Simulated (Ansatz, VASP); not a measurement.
**One calculation of Ti4C3, two programs**

```xyz
7
Lattice="4.3095 0.0000 0.0000 0.0000 4.3095 0.0000 0.0000 0.0000 4.3095" Properties=species:S:1:pos:R:3 pbc="T T T"
Ti    0.0000    0.0000    0.0000
Ti    2.1547    0.0000    2.1547
Ti    2.1547    2.1547    0.0000
Ti    0.0000    2.1547    2.1547
C     2.1547    0.0000    0.0000
C     0.0000    2.1547    0.0000
C     0.0000    0.0000    2.1547
```

Change from the starting cell: built by hand: rocksalt TiC with ordered C vacancies, cubic (anti-perovskite-like Ti4C3 (Pm-3m, No. 221).

Alike in both runs: functional PBE; k mesh 4 × 4 × 4; occupations gaussian, width 0.2 eV; no spin polarisation.

Ansatz relaxed the structure, and its values are those at the end. VASP's run is a single point on that final structure, the one shown.

```csv
,VASP,Ansatz
version,VASP 6.6.1,Ansatz 0.2.0
potentials or method,"VASP PAW PBE potentials, release 64 (Ti_sv, C), cutoff 600 eV","scalar-relativistic, plane waves, PAW"
valence electrons in the cell,60,60
```

```tsv
	VASP	Ansatz	Ansatz less VASP
gap on the k mesh at the Fermi level (eV)	none	none	-
pressure (GPa)	0.1	0.0	-0.09
```

A gap of «none» marks a metal or a gap that the smearing closes.

The k mesh is coarse, so the values compare programs but aren't converged.
